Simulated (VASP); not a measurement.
MgH2:

```xyz
6
Lattice="2.8161 0.0000 0.0000 -1.4080 2.4388 0.0000 0.0000 0.0000 8.8764" Properties=species:S:1:pos:R:3 pbc="T T T"
Mg    0.0000    1.6259    3.3287
Mg    1.4080    0.8129    7.7669
H     0.0000    1.6259    0.0000
H     1.4080    0.8129    4.4382
H     0.0000    0.0000    2.2191
H     0.0000    0.0000    6.6573
```

| Property | Result |
| --- | --- |
| Program | VASP 6.6.1 |
| Task | relaxation of cell and atoms |
| Functional | PBE |
| Potentials or basis | VASP PAW PBE potentials, release 64 (Mg, H) |
| Cutoff | 600 eV |
| k mesh | 6 × 6 × 2 |
| Occupations | gaussian, width 0.1 eV |
| Spin | no spin polarisation |

At the start: pressure 4.8 GPa; volume 10.16 Å³/atom.

Question: Where does the relaxation end?

Answer: Over 18 steps the energy falls by 74.4 meV/atom and the volume is 12.45 Å³/atom (+22.5 %); space group P6_3mc (No. 186, to 0.1 Å) before and after.

Step by step:
```
step  energy change (eV)  largest force (eV/Å)  pressure (GPa)  volume (Å³)
   1              0.0000                0.5604            4.83        60.96
   2             -0.2398                0.4636            1.86        63.66
   3             -0.3700                0.3508           -1.32        67.27
   4             -0.3735                0.3340           -1.76        67.85
   5             -0.4063                0.1875           -0.57        66.65
   6             -0.4157                0.0498            0.60        65.57
   7             -0.4185                0.0384            0.43        66.04
   8             -0.4231                0.0176           -0.06        67.43
   9             -0.4264                0.0126            0.06        67.72
  10             -0.4336                0.0136            0.42        68.57
  11             -0.4367                0.0468            1.22        70.19
  12             -0.4373                0.0380            1.03        69.83
  13             -0.4390                0.0302            0.92        70.29
  14             -0.4427                0.0124            0.58        71.67
  15             -0.4452                0.0606           -0.01        74.43
  16             -0.4452                0.0541            0.05        74.12
  17             -0.4457                0.0445            0.02        74.26
  18             -0.4466                0.0229           -0.09        74.70
```

Final structure:
```
Mg H
1.0
     3.01549    0.00000    0.00000
    -1.50774    2.61149    0.00000
     0.00000    0.00000    9.48553
Mg H
2 4
Direct
  0.33333 0.66667 0.37481
  0.66667 0.33333 0.87481
  0.33333 0.66667 0.97371
  0.66667 0.33333 0.47371
  0.00000 0.00000 0.27649
  0.00000 0.00000 0.77649
```

Caveat: the k points lie up to 0.40 Å⁻¹ apart in the final cell; the volume moved by over 15 % at a fixed basis, so the end points are rough.
